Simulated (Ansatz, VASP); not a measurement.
## One calculation of C, two programs

Contents of POSCAR:

```
C
1.0
    0.0000000000      1.7800099145      1.7800099145
    1.7800099145      0.0000000000      1.7800099145
    1.7800099145      1.7800099145      0.0000000000
C
2
Direct
    0.0000000000      0.0000000000      0.0000000000
    0.2500000000      0.2500000000      0.2500000000
```

File INCAR.step1:

```
SYSTEM = C
ALGO = Normal
EDIFF = 1E-4
ENCUT = 600
GGA = PE
ISMEAR = 0
LASPH = .True.
LCHARG = .False.
LREAL = .False.
LWAVE = .True.
NELM = 100
PREC = Accurate
SIGMA = 0.02
```

The input INCAR.step2:

```
SYSTEM = C
ALGO = Normal
EDIFF = 1E-7
EDIFFG = -0.01
ENCUT = 600
IBRION = 2
ISIF = 3
ISMEAR = 0
ISTART = 1
LASPH = .True.
LCHARG = .False.
LMIXTAU = .True.
LREAL = .False.
LWAVE = .False.
METAGGA = R2SCAN
NELM = 100
NSW = 80
PREC = Accurate
SIGMA = 0.02
```

The input KPOINTS:

```
k-points
0
Gamma
  12 12 12
  0 0 0
```

Input for Ansatz:

```yaml
crystal:
  lattice:
    - [0.0, 1.7800099145, 1.7800099145]
    - [1.7800099145, 0.0, 1.7800099145]
    - [1.7800099145, 1.7800099145, 0.0]
  atoms:
    - { symbol: C, position: [0.0, 0.0, 0.0] }
    - { symbol: C, position: [0.25, 0.25, 0.25] }
basis:
  ecutwfc: 500
kpoints:
  mp_grid: { grid: [12, 12, 12] }
hamiltonian:
  xc: r2scan
scf:
  occupations: { method: gaussian, width: 0.02 }
output:
  forces: true
  stress: true
  eigenvalues: true
relax:
  adjacent_minimum: "off"
  f_tol: 0.01
  max_steps: 60
  cell: { stress_tol: 0.1 }
```

Alike in both runs: task relaxation of cell and atoms; functional r2SCAN; k mesh 12 × 12 × 12; occupations gaussian, width 0.02 eV; no spin polarisation.

|  | VASP | Ansatz |
| --- | --- | --- |
| version | VASP 6.6.1 | Ansatz 0.2.0 |
| potentials or method | VASP PAW PBE potentials, release 64 (C), cutoff 600 eV | scalar-relativistic, plane waves, PAW |
| valence electrons in the cell | 8 | 8 |

|  | VASP | Ansatz | Ansatz less VASP |
| --- | --- | --- | --- |
| gap on the k mesh at the Fermi level, each at its own relaxed structure (eV) | 4.35 | 4.39 | +0.032 |
| relaxed volume (Å³/atom) | 5.65 | 5.64 | -0.005 |
| relaxed cell length with the largest relative difference (Å) | 2.518 | 2.517 | -0.0007 |

VASP's potentials were made for PBE, not for r2SCAN.
